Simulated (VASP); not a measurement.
Input of a VASP 6.6.1 run:

Contents of INCAR:

```
  PREC = Accurate
  ENCUT = 520
  EDIFF = 1E-6
  ISMEAR = 0
  SIGMA = 0.05
  LREAL = F
  LASPH = T
  NELM = 100
  ALGO = Normal
  ISIF = 2
  LWAVE = F
  LCHARG = F
  GGA = CA
  NBANDS = 26
```

The input KPOINTS:

```
regular mesh
0
Gamma
  12 12 4
```

POSCAR

```
C
1.0
    2.4606208111      0.0000000000      0.0000000000
   -1.2303104055      2.1309601315      0.0000000000
    0.0000000000      0.0000000000      8.4056584863
C
8
Direct
    0.0000000000      0.0000000000      0.0929365318
    0.0000000000      0.0000000000      0.5929365318
    0.0000000000      0.0000000000      0.4070634682
    0.0000000000      0.0000000000      0.9070634682
    0.3333333333      0.6666666667      0.1555443640
    0.6666666667      0.3333333333      0.6555443640
    0.3333333333      0.6666666667      0.3444556360
    0.6666666667      0.3333333333      0.8444556360
```

Potentials or basis: VASP PAW LDA potentials, release 64 (C).

Command:

```console
$ cat potpaw_LDA.64/C/POTCAR > POTCAR
$ mpirun -np 1 vasp_std > vasp.out
```

Problem. Predict the largest force.

Solution. 0.089 eV/Å.

Problem. Predict the band gap on the k mesh.

Solution. 4.60 eV.

Problem. What does it give for the pressure?

Solution. 2.6 GPa.

Stress tensor (GPa, compression positive):
```
 17.10   0.00   0.00
  0.00  17.10   0.00
  0.00   0.00 -26.53
```

Caveat: the cell differs from its parent crystal (atoms displaced along a vibrational mode, the cell strained). A k mesh can miss the band edges.
